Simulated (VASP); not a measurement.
# GaSb3 (C2/m) in VASP: notebook, part 2 of 2

VASP 6.6.1. Earlier steps stand in the parts before.

### Step 3. Single point, PBE+D3(BJ) (atoms displaced along a vibrational mode, the cell strained)

The input, INCAR:

```
  PREC = Accurate
  ENCUT = 520
  EDIFF = 1E-6
  ISMEAR = 0
  SIGMA = 0.15
  LREAL = F
  LASPH = T
  NELM = 60
  ALGO = Normal
  ISIF = 2
  LWAVE = F
  LCHARG = F
  GGA = PE
  IVDW = 12
  NBANDS = 22
```

The input, KPOINTS:

```
regular mesh
0
Gamma
  10 10 10
```

The input, POSCAR:

```
GaSb3
1.0
    0.0000000000      3.7455328410      3.6481278280
    3.7455328410      0.0000000000      3.6481278280
    3.7455328410      3.7455328410      0.0000000000
Ga Sb
1 3
Direct
    0.0000000000      0.0000000000      0.0000000000
    0.2623350941      0.2376649059      0.2376649059
    0.7376649059      0.7623350941      0.7623350941
    0.5000000000      0.5000000000      0.5000000000
```

Potentials or basis: VASP PAW PBE potentials, release 64 (Ga_d, Sb).

Run with:

```
$ cat potpaw_PBE.64/Ga_d/POTCAR potpaw_PBE.64/Sb/POTCAR > POTCAR
$ mpirun -np 1 vasp_std > vasp.out
```

OUTCAR:

```text
PREC = Accurate
   ENCUT = 520
   EDIFF = 1E-6
   ISMEAR = 0
   LREAL = F
   LASPH = T
   NELM = 60
   ISIF = 2
   GGA = PE
   IVDW = 12
 IVDW          = 12

 ion  position               nearest neighbor table
   1  0.000  0.000  0.000-   2 3.16   3 3.16   3 3.16   2 3.16   3 3.27   2 3.27   2 3.27   3 3.27

   2  0.262  0.238  0.238-   4 3.16   1 3.16   1 3.16   4 3.16   4 3.27   1 3.27   1 3.27   4 3.27
                             3 3.56   3 3.65   3 3.65   3 3.75   3 3.75
   3  0.738  0.762  0.762-   4 3.16   1 3.16   4 3.16   1 3.16   4 3.27   1 3.27   1 3.27   4 3.27
                             2 3.56   2 3.65   2 3.65   2 3.75   2 3.75
   4  0.500  0.500  0.500-   2 3.16   3 3.16   2 3.16   3 3.16   3 3.27   2 3.27   2 3.27   3 3.27

  LATTYP: Found a body centered tetragonal cell.
 ALAT       =     5.2969833421
 C/A-ratio  =     1.3774360206

  Lattice vectors:

 A1 = (   0.0000000000,  -3.7455328410,  -3.6481278280)
 A2 = (   0.0000000000,   3.7455328410,  -3.6481278280)
 A3 = (   3.7455328410,   0.0000000000,   3.6481278280)

Analysis of symmetry for initial positions (statically):
=====================================================================
 Subroutine PRICEL returns:
[... 178 lines left out ...]
 cond. band min:       7.6247491849   @ k =   0.0000  -0.3000  -0.3000
 fundamental gap:      0.0020406403
 Fermi energy:         7.6238299200

 k-point     1 :       0.0000    0.0000    0.0000
  band No.  band energies     occupation
      1      -7.1947      2.00000
      2      -7.1942      2.00000
      3      -7.1862      2.00000
      4      -7.1795      2.00000
      5      -7.1739      2.00000
      6      -4.9286      2.00000
[... 589 lines left out ...]
     21      13.0130      0.00000
     22      13.6641      0.00000

 [... further k-points ...]

------------------------ aborting loop because EDIFF is reached ----------------------------------------

 Edisp (eV)   -1.81832

 E8    (eV) :    -0.8400

  FORCE on cell =-STRESS in cart. coord.  units (eV):
  Direction    XX          YY          ZZ          XY          YZ          ZX
  --------------------------------------------------------------------------------------
  -------------------------------------------------------------------------------------
  Total      -1.79146    -1.85698    -1.49685     0.00000    -0.36314     0.00000
  in kB     -28.04074   -29.06635   -23.42939     0.00000    -5.68400     0.00000
  external pressure =      -26.85 kB  Pullay stress =        0.00 kB

 VOLUME and BASIS-vectors are now :
 -----------------------------------------------------------------------------
  energy-cutoff  :      520.00
  volume of cell :      102.36
      direct lattice vectors                 reciprocal lattice vectors
     0.000000000  3.745532841  3.648127828    -0.133492355  0.133492355  0.137056601
     3.745532841  0.000000000  3.648127828     0.133492355 -0.133492355  0.137056601
     3.745532841  3.745532841  0.000000000     0.133492355  0.133492355 -0.137056601

 POSITION                                       TOTAL-FORCE (eV/Angst)
 -----------------------------------------------------------------------------------
      0.00000      0.00000      0.00000         0.000000      0.000000      0.000000
      1.78036      1.87277      1.82406         0.207698      0.000000     -0.000000
      5.71070      5.61830      5.47219        -0.207698      0.000000     -0.000000
      3.74553      3.74553      3.64813         0.000000      0.000000     -0.000000
 -----------------------------------------------------------------------------------
    total drift:                                0.000000     -0.000000     -0.000000

  FREE ENERGIE OF THE ION-ELECTRON SYSTEM (eV)
  ---------------------------------------------------
  free  energy   TOTEN  =       -16.3535925167 eV

  energy  without entropy=      -16.3289422602  energy(sigma->0) =      -16.34126739
```

Run time: 3.3 min. Hardware: 1 thread of Intel Xeon 6975P-C (Granite Rapids), shared host; peak memory 0.69 GiB.

Results:

* Free energy: -16.3536 eV
* Pressure: -2.7 GPa
* Largest force: 0.208 eV/Å
* Band gap on the k mesh: zero (bands 14 and 15 overlap by 3.70 eV)
* Dispersion energy per atom: -0.455 eV

Forces in eV/Å, atoms in the order of the input:
```
Ga   0.000  0.000  0.000
Sb   0.208  0.000  0.000
Sb  -0.208  0.000  0.000
Sb   0.000  0.000  0.000
```

Levels at points of the mesh, in eV from the Fermi level:
| k point | band 12 | band 13 | band 14 | band 15 | band 16 | band 17 |
| --- | --- | --- | --- | --- | --- | --- |
| (0.00, 0.00, 0.00) | -2.57 | -2.51 | -2.43 | -2.16 | -0.99 | -0.76 |
| (0.50, 0.00, 0.00) | -2.95 | -2.46 | -0.22 | -0.07 | 2.11 | 2.33 |
| (0.00, 0.00, 0.50) | -2.78 | -2.35 | -0.46 | 0.08 | 1.80 | 2.15 |
| (0.50, 0.50, 0.00) | 0.55 | 0.81 | 1.05 | 1.06 | 1.72 | 1.87 |
| (0.50, 0.00, 0.50) | 0.71 | 0.93 | 1.08 | 1.36 | 1.53 | 2.15 |
| (0.00, 0.50, 0.50) | 0.73 | 0.88 | 1.03 | 1.34 | 1.71 | 2.03 |

Caveat: the cell differs from its parent crystal (atoms displaced along a vibrational mode, the cell strained); spin-orbit coupling is left out, which moves the levels of the heavy elements.
